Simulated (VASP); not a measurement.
Wanted: the native input for a VASP 6.6.1 run.

| Property | Result |
| --- | --- |
| Task | electric field gradients |
| Functional | PBE |
| Potentials or basis | VASP PAW PBE potentials, release 64 (Ti_sv) |
| Cutoff | 400 eV |
| k mesh | 15 × 15 × 15 |
| Occupations | fermi-dirac, width 0.05 eV |
| Spin | no spin polarisation |
| Dipole correction | no |
| Further INCAR settings | ALGO = Normal; EDIFF = 1e-08; NBANDS = 12 |

The structure of Ti lies in POSCAR:

```
Ti
1.0
    0.0000000000      1.9691000000      2.0300000000
    1.9691000000      0.0000000000      2.0300000000
    1.9691000000      1.9691000000      0.0000000000
Ti
1
Direct
    0.0000000000      0.0000000000      0.0000000000
```

This cell differs from its parent crystal: equal xx and yy strain of -3 %.

The input as run:

INCAR

```
SYSTEM = Ti
PREC = Accurate ; ENCUT = 400
EDIFF = 1E-8 ; ISMEAR = -1
SIGMA = 0.05 ; LREAL = .False.
LASPH = .True. ; NELM = 120
ALGO = Normal ; ISIF = 2
LWAVE = .False. ; LCHARG = .False.
GGA = PE ; LEFG = .True.
NBANDS = 12 ; GGA_COMPAT = .False.
```

KPOINTS

```
regular mesh
0
Gamma
  15 15 15
  0 0 0
```

Potentials or basis: VASP PAW PBE potentials, release 64 (Ti_sv).

Launch:

```sh
$ cat potpaw_PBE.64/Ti_sv/POTCAR > POTCAR
$ mpirun -np 1 vasp_std > vasp.out
```

It gave:

- Pressure: 11.4 GPa
- Band gap on the k mesh: zero (bands 6 and 7 overlap by 1.24 eV)
- Largest electric field gradient by atom: Ti -3.7 V/Å²

Caveat: the cell differs from its parent crystal (equal xx and yy strain of -3 %); the cell stands under pressure; without QUAD_EFG the Cq values of the log hold for a quadrupole moment of 1 mb, not for the nuclei.

It took 63 s on 1 thread of Intel Xeon 8259CL (shared host), peak memory 0.15 GiB.
